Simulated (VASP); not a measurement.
# Hf2Si (I4/mcm) in VASP: notebook

Runs on Hf2Si. Level: PBEsol. Tasks: single point.

All numbers are computed with VASP 6.6.1; they aren't measurements. Logs are shortened: lines on timing, memory, paths and dates and some standing lists are left out, and cuts for length are marked.

## 1. The cell of the first run

The structure is tetragonal, space group I4/mcm (No. 140). Conventional cell: a = 6.380 Å, b = 6.380 Å, c = 5.205 Å, α = 90.00°, β = 90.00°, γ = 90.00°. Within 3.6 Å of Hf (site symmetry m2m) lie 4 Si at 2.74 Å and 11 Hf at 2.83 to 3.40 Å. Within 3.4 Å of Si (site symmetry 422) lie 2 Si at 2.60 Å and 8 Hf at 2.74 Å.

## 2. Single point, PBEsol (biaxial strain in the a-b plane: -2.0 %)

The input, INCAR:

```
SYSTEM = Hf2Si
PREC     = Accurate       ! precision mode
ENCUT    = 520            ! plane-wave cutoff, eV
EDIFF    = 1E-7           ! SCF threshold, eV
ISMEAR   = 0              ! smearing method
SIGMA    = 0.1            ! smearing width, eV
LREAL    = .FALSE.        ! projectors in reciprocal space
LASPH    = .TRUE.         ! aspherical terms in the spheres
NELM     = 60             ! most SCF steps
ALGO     = Fast           ! electronic algorithm
ISIF     = 2              ! what is computed and relaxed
LWAVE    = .FALSE.        ! write WAVECAR
LCHARG   = .FALSE.        ! write CHGCAR
GGA      = PS             ! functional
NBANDS   = 60             ! bands
```

The input, KPOINTS:

```
regular mesh
0
G
  6 6 8
  0 0 0
```

The input, POSCAR:

```
Hf2Si
1.0
    6.3804388394      0.0000000000      0.0000000000
    0.0000000000      6.3804388394      0.0000000000
    0.0000000000      0.0000000000      5.2049338484
Hf Si
8 4
Direct
    0.1567471515      0.3432528485      0.0000000000
    0.8432528485      0.3432528485      0.5000000000
    0.8432528485      0.6567471515      0.0000000000
    0.1567471515      0.6567471515      0.5000000000
    0.6567471515      0.8432528485      0.5000000000
    0.3432528485      0.8432528485      0.0000000000
    0.3432528485      0.1567471515      0.5000000000
    0.6567471515      0.1567471515      0.0000000000
    0.0000000000      0.0000000000      0.2500000000
    0.0000000000      0.0000000000      0.7500000000
    0.5000000000      0.5000000000      0.7500000000
    0.5000000000      0.5000000000      0.2500000000
```

Potentials or basis: VASP PAW PBE potentials, release 64 (Hf_pv, Si).

The run is started by

```sh
> cat potpaw_PBE.64/Hf_pv/POTCAR potpaw_PBE.64/Si/POTCAR > POTCAR
> mpirun -np 1 vasp_std > vasp.out
```

OUTCAR:

```text
SYSTEM = Hf2Si
   PREC = Accurate
   ENCUT = 520
   EDIFF = 1E-7
   ISMEAR = 0
   LREAL = .FALSE.
   LASPH = .TRUE.
   NELM = 60
   ISIF = 2
   GGA = PS

 ion  position               nearest neighbor table
   1  0.157  0.343  0.000-   9 2.74  10 2.74  11 2.74  12 2.74   3 2.83   7 3.10   7 3.10   2 3.28
                             2 3.28   4 3.28   4 3.28   8 3.40   6 3.40   6 3.40   8 3.40
   2  0.843  0.343  0.500-   9 2.74  10 2.74  11 2.74  12 2.74   4 2.83   8 3.10   8 3.10   3 3.28
                             1 3.28   3 3.28   1 3.28   5 3.40   7 3.40   5 3.40   7 3.40
   3  0.843  0.657  0.000-   9 2.74  10 2.74  11 2.74  12 2.74   1 2.83   5 3.10   5 3.10   2 3.28
                             2 3.28   4 3.28   4 3.28   8 3.40   6 3.40   8 3.40   6 3.40
   4  0.157  0.657  0.500-   9 2.74  10 2.74  11 2.74  12 2.74   2 2.83   6 3.10   6 3.10   1 3.28
                             1 3.28   3 3.28   3 3.28   7 3.40   5 3.40   7 3.40   5 3.40
   5  0.657  0.843  0.500-   9 2.74  10 2.74  11 2.74  12 2.74   7 2.83   3 3.10   3 3.10   8 3.28
                             6 3.28   6 3.28   8 3.28   2 3.40   4 3.40   2 3.40   4 3.40
   6  0.343  0.843  0.000-   9 2.74  10 2.74  11 2.74  12 2.74   8 2.83   4 3.10   4 3.10   5 3.28
                             7 3.28   5 3.28   7 3.28   3 3.40   1 3.40   1 3.40   3 3.40
   7  0.343  0.157  0.500-   9 2.74  10 2.74  11 2.74  12 2.74   5 2.83   1 3.10   1 3.10   8 3.28
                             6 3.28   6 3.28   8 3.28   2 3.40   4 3.40   4 3.40   2 3.40
   8  0.657  0.157  0.000-   9 2.74  10 2.74  11 2.74  12 2.74   6 2.83   2 3.10   2 3.10   7 3.28
                             5 3.28   5 3.28   7 3.28   1 3.40   3 3.40   3 3.40   1 3.40
   9  0.000  0.000  0.250-  10 2.60  10 2.60   3 2.74   4 2.74   5 2.74   6 2.74   7 2.74   8 2.74
                             1 2.74   2 2.74
  10  0.000  0.000  0.750-   9 2.60   9 2.60   3 2.74   4 2.74   5 2.74   6 2.74   7 2.74   8 2.74
                             1 2.74   2 2.74
  11  0.500  0.500  0.750-  12 2.60  12 2.60   3 2.74   4 2.74   5 2.74   6 2.74   7 2.74   8 2.74
                             1 2.74   2 2.74
  12  0.500  0.500  0.250-  11 2.60  11 2.60   3 2.74   4 2.74   5 2.74   6 2.74   7 2.74   8 2.74
                             1 2.74   2 2.74

  LATTYP: Found a simple tetragonal cell.
 ALAT       =     6.3804388394
 C/A-ratio  =     0.8157642412

  Lattice vectors:

 A1 = (   6.3804388394,   0.0000000000,   0.0000000000)
 A2 = (   0.0000000000,   6.3804388394,   0.0000000000)
 A3 = (   0.0000000000,   0.0000000000,   5.2049338484)

Analysis of symmetry for initial positions (statically):
=====================================================================
 Subroutine PRICEL returns following result:

  LATTYP: Found a body centered tetragonal cell.
 ALAT       =     6.3804388394
 C/A-ratio  =     0.8157642412

  Lattice vectors:

[... 162 lines left out ...]
   EFERMI =   0.00;   METHOD = LEGACY
   ISMEAR =     0;   SIGMA  =   0.10  broadening in eV -4-tet -1-fermi 0-gaus
   EFERMI_NEDOS =   21; number of points for ismear=-14 and -15
   IALGO  =     68    algorithm
   IMIX   =      4    mixing-type and parameters
     AMIX     =   0.40;   BMIX     =  1.00
     AMIX_MAG =   1.60;   BMIX_MAG =  1.00
  volume/ion in A,a.u.               =      17.66       119.16
  Fermi-wavevector in a.u.,A,eV,Ry     =   1.257360  2.376067 21.510204  1.580955
  Thomas-Fermi vector in A             =   2.391023
   LORBIT       =      0    0 simple, 1 ext, 2 COOP (PROOUT), +10 PAW based schemes
   GGA     = PS    functional components
   LHFCALC =     F    Hartree Fock is set to
   AEXX    =    0.0000 exact exchange contribution
   IVDW    =     0    specifies the selected vdW correction
   LEPSILON=     F    determine dielectric tensor
   LRPA    =     F    only Hartree local field effects (RPA)
 non-spin polarized calculation
 RMM-DIIS sequential band-by-band and
 Gauss-broadening in eV      SIGMA  =   0.10
  energy-cutoff  :      520.00
  volume of cell :      211.89
 maximum number of plane-waves:      5776
 NGX is ok and might be reduce to    48
   NGX = 23   NGY = 23   NGZ = 19

 number of electron      95.9999991 magnetization

 Free energy of the ion-electron system (eV)
  ---------------------------------------------------
  ext. energy  EPLUGINS =         0.00000000
  ---------------------------------------------------
  free energy    TOTEN  =      -116.43337768 eV

  energy without entropy =     -116.40783945  energy(sigma->0) =     -116.42060857

 E-fermi :   6.2903     XC(G=0): -11.8556

 val. band max:        6.2781495969   @ k =   0.1667   0.1667   0.5000
 cond. band min:       6.2940926517   @ k =   0.5000   0.0000   0.3750
 fundamental gap:      0.0159430548
 Fermi energy:         6.2903198156

 k-point     1 :       0.0000    0.0000    0.0000
  band No.  band energies     occupation
      1     -23.8984      2.00000
      2     -23.8774      2.00000
      3     -23.8677      2.00000
      4     -23.8204      2.00000
      5     -23.7657      2.00000
      6     -23.6750      2.00000
[... 1501 lines left out ...]
     59       9.9239      0.00000
     60       9.9451      0.00000

 [... further k-points ...]
[... 5 lines left out ...]
  --------------------------------------------------------------------------------------
  -------------------------------------------------------------------------------------
  Total        8.5371598      8.5371598     -0.0717917      0.0000000     -0.0000000      0.0000000
  in kB       64.5516995     64.5516995     -0.5428355      0.0000000     -0.0000000      0.0000000
  external PRESSURE =      42.8535211 kB  Pullay stress =       0.0000000 kB

 VOLUME and BASIS-vectors are now :
 -----------------------------------------------------------------------------
  energy-cutoff  :      520.00
  volume of cell :      211.89
      direct lattice vectors                 reciprocal lattice vectors
     6.380438839  0.000000000  0.000000000     0.156729032  0.000000000  0.000000000
     0.000000000  6.380438839  0.000000000     0.000000000  0.156729032  0.000000000
     0.000000000  0.000000000  5.204933848     0.000000000  0.000000000  0.192125400

 POSITION                                       TOTAL-FORCE (eV/Angst)
 -----------------------------------------------------------------------------------
      1.00012      2.19010      0.00000         0.008857     -0.008857      0.000000
      5.38032      2.19010      2.60247        -0.008857     -0.008857      0.000000
      5.38032      4.19034      0.00000        -0.008857      0.008857     -0.000000
      1.00012      4.19034      2.60247         0.008857      0.008857      0.000000
      4.19034      5.38032      2.60247         0.008857     -0.008857      0.000000
      2.19010      5.38032      0.00000        -0.008857     -0.008857      0.000000
      2.19010      1.00012      2.60247        -0.008857      0.008857      0.000000
      4.19034      1.00012      0.00000         0.008857      0.008857     -0.000000
      0.00000      0.00000      1.30123         0.000000     -0.000000     -0.000000
      0.00000      0.00000      3.90370        -0.000000     -0.000000     -0.000000
      3.19022      3.19022      3.90370         0.000000     -0.000000     -0.000000
      3.19022      3.19022      1.30123        -0.000000     -0.000000     -0.000000
 -----------------------------------------------------------------------------------
    total drift:                                0.000000      0.000000     -0.000000

  FREE ENERGIE OF THE ION-ELECTRON SYSTEM (eV)
  ---------------------------------------------------
  free  energy   TOTEN  =      -116.4333776826 eV

  energy  without entropy=     -116.4078394550  energy(sigma->0) =     -116.42060857
```

Wall time 24 min (1 thread of Intel Xeon 8259CL, shared host); peak memory 0.59 GiB.

Results:

| Quantity | Value |
| --- | --- |
| Free energy | -116.4334 eV |
| Pressure | 4.3 GPa |
| Largest force | 0.013 eV/Å |
| Band gap on the k mesh | zero (bands 48 and 49 overlap by 0.88 eV) |

Forces in eV/Å, atoms in the order of the input:
```
Hf   0.009 -0.009  0.000
Hf  -0.009 -0.009  0.000
Hf  -0.009  0.009  0.000
Hf   0.009  0.009  0.000
Hf   0.009 -0.009  0.000
Hf  -0.009 -0.009  0.000
Hf  -0.009  0.009  0.000
Hf   0.009  0.009  0.000
Si   0.000  0.000  0.000
Si   0.000  0.000  0.000
Si   0.000  0.000  0.000
Si   0.000  0.000  0.000
```

Caveat: the cell differs from its parent crystal (biaxial strain in the a-b plane: -2.0 %); the cell stands under pressure; the PAW data sets were made with another functional, which shifts forces and pressure a little; spin-orbit coupling is left out, which moves the levels of the heavy elements.

## 3. Single point, PBEsol (17.08 Å³/atom)

The input, INCAR:

```
SYSTEM = Hf2Si
PREC = Accurate
ENCUT = 520
EDIFF = 1E-6
ISMEAR = 0
SIGMA = 0.1
LREAL = .False.
LASPH = .True.
NELM = 100
ALGO = Fast
ISIF = 2
LWAVE = .False.
LCHARG = .False.
GGA = PS
NBANDS = 33
```

The input, KPOINTS:

```
regular mesh
0
Gamma
  10 10 10
  0 0 0
```

The input, POSCAR:

```
Hf2Si
1.0
   -3.1868156659      3.1868156659      2.5223632496
    3.1868156659     -3.1868156659      2.5223632496
    3.1868156659      3.1868156659     -2.5223632496
Hf Si
4 2
Direct
    0.8435320404      0.6564679596      0.5000000000
    0.3435320404      0.8435320404      0.1870640808
    0.1564679596      0.3435320404      0.5000000000
    0.6564679596      0.1564679596      0.8129359192
    0.7500000000      0.7500000000      0.0000000000
    0.2500000000      0.2500000000      0.0000000000
```

Potentials or basis: VASP PAW PBE potentials, release 64 (Hf_pv, Si).

The run is started by

```sh
> cat potpaw_PBE.64/Hf_pv/POTCAR potpaw_PBE.64/Si/POTCAR > POTCAR
> mpirun -np 1 vasp_std > vasp.out
```

It took 9.6 min on 1 thread of Intel Xeon 8259CL, shared host; peak memory 0.43 GiB.

It converged, with:

```
Free energy            : -58.1060 eV
Pressure               : 10.3 GPa
Largest force          : 0.013 eV/Å
Band gap on the k mesh : zero (bands 24 and 25 overlap by 0.87 eV)
```

Forces in eV/Å, atoms in the order of the input:
```
Hf  -0.009  0.009  0.000
Hf   0.009  0.009  0.000
Hf   0.009 -0.009  0.000
Hf  -0.009 -0.009  0.000
Si   0.000  0.000  0.000
Si   0.000  0.000  0.000
```

Stress tensor (GPa, compression positive):
```
10.34  0.00  0.00
 0.00 10.34  0.00
 0.00  0.00 10.19
```

Levels at points of the mesh, in eV from the Fermi level:
```tsv
k point	band 20	band 21	band 22	band 23	band 24	band 25	band 26	band 27	band 28	band 29
(0.00, 0.00, 0.00)	-1.37	-1.36	-1.36	-1.07	-0.88	2.14	2.20	2.24	2.73	2.73
(0.50, 0.00, 0.00)	-1.18	-0.78	-0.78	-0.59	-0.59	0.28	0.28	2.07	2.07	3.47
(0.50, 0.50, 0.00)	-2.32	-1.55	-1.15	-0.59	-0.33	1.34	1.44	1.76	2.22	3.16
(0.50, 0.50, 0.50)	-2.17	-0.96	-0.49	0.03	0.34	0.37	0.37	1.34	1.46	1.80
```

Caveat: the cell stands under pressure; the PAW data sets were made with another functional, which shifts forces and pressure a little; spin-orbit coupling is left out, which moves the levels of the heavy elements.
